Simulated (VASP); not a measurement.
# Ga2O3 (C2/m) in VASP: single point with PBEsol

Aim: the single point of Ga2O3 with PBEsol.

Program: VASP 6.6.1. These are calculated values, not measurements. Logs are shortened: lines on timing, memory, paths and dates and some standing lists are left out, and cuts for length are marked.

## Step 1: The cell of the first run

The structure is monoclinic, space group C2/m (No. 12). Conventional cell: a = 12.277 Å, b = 3.047 Å, c = 5.810 Å, α = 90.00°, β = 103.72°, γ = 90.00°. Within 2.4 Å of Ga (site symmetry m) lie 4 O at 1.84 to 1.87 Å. Ga (site symmetry m) has 6 O at 1.94 to 2.08 Å within 2.6 Å. O (site symmetry m) has 3 Ga at 1.84 to 1.95 Å within 2.4 Å. Within 2.5 Å of O (site symmetry m) lie 4 Ga at 1.87 to 2.08 Å. O (site symmetry m) has 3 Ga at 1.84 to 1.94 Å within 2.4 Å.

## Step 2: Single point, PBEsol

Contents of INCAR:

```
ALGO = Normal
EDIFF = 1E-6
ENCUT = 520
GGA = PS
ISIF = 2
ISMEAR = -1
LASPH = T
LCHARG = F
LREAL = F
LWAVE = F
NBANDS = 55
NELM = 60
PREC = Accurate
SIGMA = 0.05
```

Contents of KPOINTS:

```
k-points
0
Gamma
  8 8 4
```

Contents of POSCAR:

```
Ga2O3
1.0
    6.1387370000     -1.5236280000      0.0004380000
    6.1387370000      1.5236280000      0.0004380000
   -1.3785900000      0.0000000000      5.6445730000
Ga O
4 6
Direct
    0.0904810000      0.0904810000      0.7952810000
    0.9095190000      0.9095190000      0.2047180000
    0.6587690000      0.6587690000      0.3144490000
    0.3412310000      0.3412310000      0.6855510000
    0.1652580000      0.1652580000      0.1095300000
    0.8347420000      0.8347420000      0.8904700000
    0.1732340000      0.1732340000      0.5627720000
    0.8267660000      0.8267660000      0.4372280000
    0.4962760000      0.4962760000      0.2559700000
    0.5037240000      0.5037240000      0.7440300000
```

Potentials or basis: VASP PAW PBE potentials, release 64 (Ga_d, O).

On the command line:

```console
cat potpaw_PBE.64/Ga_d/POTCAR potpaw_PBE.64/O/POTCAR > POTCAR
mpirun -np 1 vasp_std > vasp.out
```

OUTCAR:

```text
EDIFF = 1E-6
   ENCUT = 520
   GGA = PS
   ISIF = 2
   ISMEAR = -1
   LASPH = T
   LREAL = F
   NELM = 60
   PREC = Accurate

 ion  position               nearest neighbor table
   1  0.090  0.090  0.795-   5 1.84  10 1.84  10 1.84   7 1.87
   2  0.910  0.910  0.205-   6 1.84   9 1.84   9 1.84   8 1.87
   3  0.659  0.659  0.314-   9 1.94   5 1.95   5 1.95   8 2.02   7 2.08   7 2.08
   4  0.341  0.341  0.686-  10 1.94   6 1.95   6 1.95   7 2.02   8 2.08   8 2.08
   5  0.165  0.165  0.110-   1 1.84   3 1.95   3 1.95
   6  0.835  0.835  0.890-   2 1.84   4 1.95   4 1.95
   7  0.173  0.173  0.563-   1 1.87   4 2.02   3 2.08   3 2.08
   8  0.827  0.827  0.437-   2 1.87   3 2.02   4 2.08   4 2.08
   9  0.496  0.496  0.256-   2 1.84   2 1.84   3 1.94
  10  0.504  0.504  0.744-   1 1.84   1 1.84   4 1.94

  LATTYP: Found a base centered monoclinic cell.
 ALAT       =    12.2774740313
 B/A-ratio  =     0.2481989367
 C/A-ratio  =     0.4732637317
 COS(beta)  =    -0.2371897850

  Lattice vectors:

 A1 = (   6.1387370000,  -1.5236280000,   0.0004380000)
 A2 = (   6.1387370000,   1.5236280000,   0.0004380000)
 A3 = (  -1.3785900000,   0.0000000000,   5.6445730000)

Analysis of symmetry for initial positions (statically):
=====================================================================
 Subroutine PRICEL returns:
 Original cell was already a primitive cell.

 Routine SETGRP: Setting up the symmetry group for a
 base centered monoclinic supercell.

 Subroutine GETGRP returns: Found  4 space group operations
 (whereof  4 operations were pure point group operations)
 out of a pool of  4 trial point group operations.

The static configuration has the point symmetry C_2h.

Analysis of symmetry for dynamics (positions and initial velocities):
=====================================================================
 Subroutine PRICEL returns:
 Original cell was already a primitive cell.

 Routine SETGRP: Setting up the symmetry group for a
 base centered monoclinic supercell.

 Subroutine GETGRP returns: Found  4 space group operations
 (whereof  4 operations were pure point group operations)
 out of a pool of  4 trial point group operations.

The dynamic configuration has the point symmetry C_2h.

 Subroutine INISYM returns: Found  4 space group operations
 (whereof  4 operations are pure point group operations),
 and found     1 'primitive' translations

----------------------------------------------------------------------------------------

                                     Primitive cell

  volume of cell :     105.5909

  direct lattice vectors                    reciprocal lattice vectors
     6.138737000 -1.523628000  0.000438000     0.081448560 -0.328164093  0.019892412
     6.138737000  1.523628000  0.000438000     0.081448560  0.328164093  0.019892412
    -1.378590000  0.000000000  5.644573000    -0.000012640  0.000000000  0.177158232

  length of vectors
     6.324992840  6.324992840  5.810483176     0.338705252  0.338705252  0.177158233

  position of ions in fractional coordinates (direct lattice)
     0.090481000  0.090481000  0.795281000
     0.909519000  0.909519000  0.204718000
     0.658769000  0.658769000  0.314449000
     0.341231000  0.341231000  0.685551000
     0.165258000  0.165258000  0.109530000
     0.834742000  0.834742000  0.890470000
     0.173234000  0.173234000  0.562772000
     0.826766000  0.826766000  0.437228000
     0.496276000  0.496276000  0.255970000
     0.503724000  0.503724000  0.744030000

  ion indices of the primitive-cell ions
   primitive index   ion index
                 1           1
                 2           2
                 3           3
                 4           4
                 5           5
                 6           6
                 7           7
                 8           8
                 9           9
                10          10

----------------------------------------------------------------------------------------

 KPOINTS: k-points

Automatic generation of k-mesh.
 Grid dimensions read from file:
 generate k-points for:    8    8    4

 Generating k-lattice:

  Cartesian coordinates                     Fractional coordinates (reciprocal lattice)
     0.010181070 -0.041020512  0.002486551     0.125000000 -0.000000000 -0.000000000
     0.010181070  0.041020512  0.002486551    -0.000000000  0.125000000 -0.000000000
    -0.000003160  0.000000000  0.044289558     0.000000000  0.000000000  0.250000000

  Length of vectors
     0.042338156  0.042338156  0.044289558

  Shift w.r.t. Gamma in fractional coordinates (k-lattice)
     0.000000000  0.000000000  0.000000000

 Subroutine IBZKPT returns following result:
 ===========================================

 Found     78 irreducible k-points:

 Following reciprocal coordinates:
            Coordinates               Weight
  0.000000  0.000000  0.000000      1.000000
  0.125000  0.000000 -0.000000      4.000000
  0.250000  0.000000 -0.000000      4.000000
  0.375000  0.000000 -0.000000      4.000000
  0.500000  0.000000 -0.000000      2.000000
  0.125000  0.125000 -0.000000      2.000000
[... 16 lines left out ...]
  0.125000  0.000000  0.250000      4.000000
  0.250000  0.000000  0.250000      4.000000
 [... further k-points ...]
   k-points           NKPTS =     78   k-points in BZ     NKDIM =     78   number of bands    NBANDS=     55
   number of dos      NEDOS =    301   number of ions     NIONS =     10
   total plane-waves  NPLWV = 110592
   dimension x,y,z NGX =    48 NGY =   48 NGZ =   48
   dimension x,y,z NGXF=    96 NGYF=   96 NGZF=   96
   ions per type =               4   6
   NGX,Y,Z   is equivalent  to a cutoff of  12.62, 12.62, 13.73 a.u.
   NGXF,Y,Z  is equivalent  to a cutoff of  25.23, 25.23, 27.47 a.u.
 SYSTEM =  unknown system
   PREC   = accura    normal or accurate (medium, high low for compatibility)
   ISTART =      0    job   : 0-new  1-cont  2-samecut
   ICHARG =      2    charge: 1-file 2-atom 10-const
   ISPIN  =      1    spin polarized calculation?
   LNONCOLLINEAR =      F non collinear calculations
   LSORBIT =      F    spin-orbit coupling
   LASPH  =      T    aspherical Exc in radial PAW
   ENCUT  =  520.0 eV  38.22 Ry    6.18 a.u.  11.76 11.76 10.80*2*pi/ulx,y,z
   NELM   =     60;   NELMIN=  2; NELMDL= -5     # of ELM steps
   EDIFF  = 0.1E-05   stopping-criterion for ELM
   LREAL  =      F    real-space projection
   EDIFFG = 0.1E-04   stopping-criterion for IOM
   NSW    =      0    number of steps for IOM
   IBRION =     -1    ionic relax: 0-MD 1-quasi-New 2-CG
   NFREE  =      0    steps in history (QN), initial steepest desc. (CG)
   ISIF   =      2    stress and relaxation
   ISYM   =      2    0-nonsym 1-usesym 2-fastsym
   POTIM  = 0.5000    time-step for ionic-motion
   TEBEG  =    0.0;   TEEND  =   0.0 temperature during run
   PSTRESS=    0.0 pullay stress
   NELECT =      88.0000    total number of electrons
   NUPDOWN=      -1.0000    fix difference up-down
   EMIN   =  10.00;   EMAX   =-10.00  energy-range for DOS
   EFERMI =   0.00;   METHOD = LEGACY
   ISMEAR =    -1;   SIGMA  =   0.05  broadening in eV -4-tet -1-fermi 0-gaus
   EFERMI_NEDOS =   21; number of points for ismear=-14 and -15
   IALGO  =     38    algorithm
   IMIX   =      4    mixing-type and parameters
     AMIX     =   0.40;   BMIX     =  1.00
     AMIX_MAG =   1.60;   BMIX_MAG =  1.00
  volume/ion in A,a.u.               =      10.56        71.26
  Fermi-wavevector in a.u.,A,eV,Ry     =   1.540613  2.911336 32.293263  2.373488
  Thomas-Fermi vector in A             =   2.646675
   LORBIT       =      0    0 simple, 1 ext, 2 COOP (PROOUT), +10 PAW based schemes
   GGA     = PS    functional components
   LHFCALC =     F    Hartree Fock is set to
   AEXX    =    0.0000 exact exchange contribution
   IVDW    =     0    specifies the selected vdW correction
   LEPSILON=     F    determine dielectric tensor
   LRPA    =     F    only Hartree local field effects (RPA)
 non-spin polarized calculation
  energy-cutoff  :      520.00
  volume of cell :      105.59
 maximum number of plane-waves:      2867
   NGX = 23   NGY = 23   NGZ = 21

 number of electron      88.0000013 magnetization

 Free energy of the ion-electron system (eV)
  ---------------------------------------------------
  ext. energy  EPLUGINS =         0.00000000
  ---------------------------------------------------
  free energy    TOTEN  =       -63.89524998 eV

  energy without entropy =      -63.89524998  energy(sigma->0) =      -63.89524998

 E-fermi :   4.7622     XC(G=0): -11.8588

 val. band max:        3.6649773528   @ k =   0.5000   0.3750   0.5000
 cond. band min:       5.8928778008   @ k =   0.0000   0.0000   0.0000
 fundamental gap:      2.2279004480
 Fermi energy:         4.7622131528

 k-point     1 :       0.0000    0.0000    0.0000
  band No.  band energies     occupation
      1     -15.1858      2.00000
      2     -13.9944      2.00000
      3     -13.9752      2.00000
      4     -13.8676      2.00000
      5     -13.3876      2.00000
      6     -13.3765      2.00000
[... 47 lines left out ...]
     54      15.8231      0.00000
     55      16.1994      0.00000

 k-point     2 :       0.1250    0.0000   -0.0000
  band No.  band energies     occupation
      1     -15.0634      2.00000
      2     -13.9811      2.00000
      3     -13.9458      2.00000
      4     -13.7827      2.00000
      5     -13.3906      2.00000
      6     -13.3766      2.00000
[... 47 lines left out ...]
     54      14.9292      0.00000
     55      15.1204      0.00000
[... 1216 lines left out ...]
     54      15.1378      0.00000
     55      15.6083      0.00000

 k-point    24 :       0.2500    0.0000    0.2500
  band No.  band energies     occupation
      1     -14.6235      2.00000
      2     -14.0441      2.00000
      3     -13.8797      2.00000
      4     -13.6169      2.00000
      5     -13.4403      2.00000
      6     -13.3483      2.00000
[... 47 lines left out ...]
     54      14.2441      0.00000
     55      15.5108      0.00000

 [... further k-points ...]

------------------------ aborting loop because EDIFF is reached ----------------------------------------

  FORCE on cell =-STRESS in cart. coord.  units (eV):
  Direction    XX          YY          ZZ          XY          YZ          ZX
  --------------------------------------------------------------------------------------
  -------------------------------------------------------------------------------------
  Total        0.1348971      0.2537469      0.1684711      0.0000000      0.0000000      0.0146495
  in kB        2.0468523      3.8502125      2.5562853      0.0000000      0.0000000      0.2222833
  external PRESSURE =       2.8177834 kB  Pullay stress =       0.0000000 kB

 VOLUME and BASIS-vectors are now :
 -----------------------------------------------------------------------------
  energy-cutoff  :      520.00
  volume of cell :      105.59
      direct lattice vectors                 reciprocal lattice vectors
     6.138737000 -1.523628000  0.000438000     0.081448560 -0.328164093  0.019892412
     6.138737000  1.523628000  0.000438000     0.081448560  0.328164093  0.019892412
    -1.378590000  0.000000000  5.644573000    -0.000012640  0.000000000  0.177158232

 POSITION                                       TOTAL-FORCE (eV/Angst)
 -----------------------------------------------------------------------------------
      0.01451      0.00000      4.48910        -0.001096      0.000000      0.002632
     10.88437      0.00000      1.15634         0.001096      0.000000     -0.002632
      7.65452      0.00000      1.77551        -0.012428      0.000000     -0.014732
      3.24436      0.00000      3.86994         0.012428      0.000000      0.014732
      1.87795      0.00000      0.61839         0.007643      0.000000     -0.020235
      9.02093      0.00000      5.02705        -0.007643      0.000000      0.020235
      1.35104      0.00000      3.17676        -0.015808      0.000000      0.013139
      9.54784      0.00000      2.46869         0.015808      0.000000     -0.013139
      5.74014      0.00000      1.44528        -0.006639      0.000000     -0.000260
      5.15875      0.00000      4.20017         0.006639      0.000000      0.000260
 -----------------------------------------------------------------------------------
    total drift:                               -0.000156     -0.000000      0.000883

  FREE ENERGIE OF THE ION-ELECTRON SYSTEM (eV)
  ---------------------------------------------------
  free  energy   TOTEN  =       -63.8952499838 eV

  energy  without entropy=      -63.8952499837  energy(sigma->0) =      -63.89524998
```

It took 21 min on 1 thread of Intel Xeon 8259CL, shared host; peak memory 0.53 GiB.

Results:

| Item | Value |
| --- | --- |
| Free energy | -63.8952 eV |
| Pressure | 0.3 GPa |
| Largest force | 0.022 eV/Å |
| Band gap on the k mesh | 2.23 eV (least direct gap 2.24 eV) |

Forces on the atoms (eV/Å):
```
Ga  -0.001  0.000  0.003
Ga   0.001  0.000 -0.003
Ga  -0.012  0.000 -0.015
Ga   0.012  0.000  0.015
O    0.008  0.000 -0.020
O   -0.008  0.000  0.020
O   -0.016  0.000  0.013
O    0.016  0.000 -0.013
O   -0.007  0.000  0.000
O    0.007  0.000  0.000
```

Stress tensor (GPa, compression positive):
```
0.20 0.00 0.02
0.00 0.39 0.00
0.02 0.00 0.26
```

Caveat: the PAW data sets were made with another functional, which shifts forces and pressure a little.
